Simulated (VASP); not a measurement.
Wanted: the native input for a VASP 6.6.1 run.

```yaml
Task: single point
Functional: revPBE
Potentials_or_basis: VASP PAW PBE potentials, release 64 (Hf_pv, N)
Cutoff: 600 eV
k_mesh: 12 × 12 × 12
Occupations: gaussian, width 0.15 eV
Spin: no spin polarisation
Dipole_correction: no
Further_INCAR_settings: ALGO = Normal; EDIFF = 1e-06; NBANDS = 14
```

The structure of HfN lies in POSCAR:

```
HfN
1.0
    0.0000000000      2.2738965622      2.2738965622
    2.2738965622      0.0000000000      2.2738965622
    2.2738965622      2.2738965622      0.0000000000
Hf N
1 1
Direct
   -0.0000579229      0.0000393444     -0.0000902147
    0.5000579229      0.4999606556      0.5000902147
```

One way to write it, as run:

INCAR

```
SYSTEM = HfN
  ALGO = Normal
  EDIFF = 1E-6
  ENCUT = 600
  GGA = RE
  GGA_COMPAT = .FALSE.
  ISIF = 2
  ISMEAR = 0
  LASPH = .TRUE.
  LCHARG = .TRUE.
  LELF = .TRUE.
  LREAL = .FALSE.
  LVHAR = .TRUE.
  LWAVE = .FALSE.
  NBANDS = 14
  NELM = 120
  PREC = Accurate
  SIGMA = 0.15
```

KPOINTS

```
k-points
0
G
  12 12 12
  0 0 0
```

Potentials or basis: VASP PAW PBE potentials, release 64 (Hf_pv, N).

Run with:

```bash
$ cat potpaw_PBE.64/Hf_pv/POTCAR potpaw_PBE.64/N/POTCAR > POTCAR
$ mpirun -np 1 vasp_std > vasp.out
```

It gave:

* Pressure: 0.8 GPa
* Largest force: 0.008 eV/Å

Caveat: the PAW data sets were made with another functional, which shifts forces and pressure a little.

Run time: 8.4 min on 1 thread of Intel Xeon 8259CL (shared host), peak memory 0.48 GiB.
